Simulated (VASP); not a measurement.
Input of a VASP 6.6.1 run:

Contents of INCAR:

```
SYSTEM = Sb
ALGO = Normal ; EDIFF = 1E-8
ENCUT = 520 ; ISIF = 2
ISMEAR = -1 ; LASPH = .True.
LCHARG = .False. ; LEFG = .True.
LREAL = .False. ; LWAVE = .False.
NBANDS = 12 ; NELM = 80
PREC = Accurate ; SIGMA = 0.03
```

File KPOINTS:

```
k-points
0
Gamma
  12 12 12
  0 0 0
```

The input POSCAR:

```
Sb
1.0
    2.1927796744      1.2660019353      3.8174304072
   -2.1927796744      1.2660019353      3.8174304072
    0.0000000000     -2.5320038705      3.8174304072
Sb
2
Direct
    0.2336400000      0.2336400000      0.2336400000
    0.7663600000      0.7663600000      0.7663600000
```

Potentials or basis: VASP PAW LDA potentials, release 64 (Sb).

Command:

```bash
$ cat potpaw_LDA.64/Sb/POTCAR > POTCAR
$ mpirun -np 1 vasp_std > vasp.out
```

Predict the largest force.

0.144 eV/Å.

Predict the band gap on the k mesh.

zero (bands 5 and 6 overlap by 0.18 eV).

Forces on the atoms (eV/Å):
```
Sb   0.000  0.000 -0.144
Sb   0.000  0.000  0.144
```

Caveat: the cell stands under tension; without QUAD_EFG the Cq values of the log hold for a quadrupole moment of 1 mb, not for the nuclei; spin-orbit coupling is left out, which moves the levels of the heavy elements.
